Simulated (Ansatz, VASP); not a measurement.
# Nb in VASP and in Ansatz

```
Nb
1.0
    -1.65702    1.65702    1.65702
     1.65702   -1.65702    1.65702
     1.65702    1.65702   -1.65702
Nb
1
Direct
  0.00000 0.00000 0.00000
```

Alike in both runs: functional PBE; k mesh 8 × 8 × 8; occupations gaussian, width 0.1 eV; no spin polarisation.

Ansatz relaxed the structure, and its values are those at the end. VASP's run is a single point on that final structure, the one shown.

|  | VASP | Ansatz |
| --- | --- | --- |
| version | VASP 6.6.1 | Ansatz 0.2.0 |
| potentials or method | VASP PAW PBE potentials, release 64 (Nb_sv), cutoff 500 eV | scalar-relativistic, plane waves, PAW |
| valence electrons in the cell | 13 | 13 |

|  | VASP | Ansatz | Ansatz less VASP |
| --- | --- | --- | --- |
| gap on the k mesh at the Fermi level (eV) | none | none | - |
| pressure (GPa) | -0.6 | -0.2 | +0.40 |

A gap of «none» marks a metal or a gap that the smearing closes.
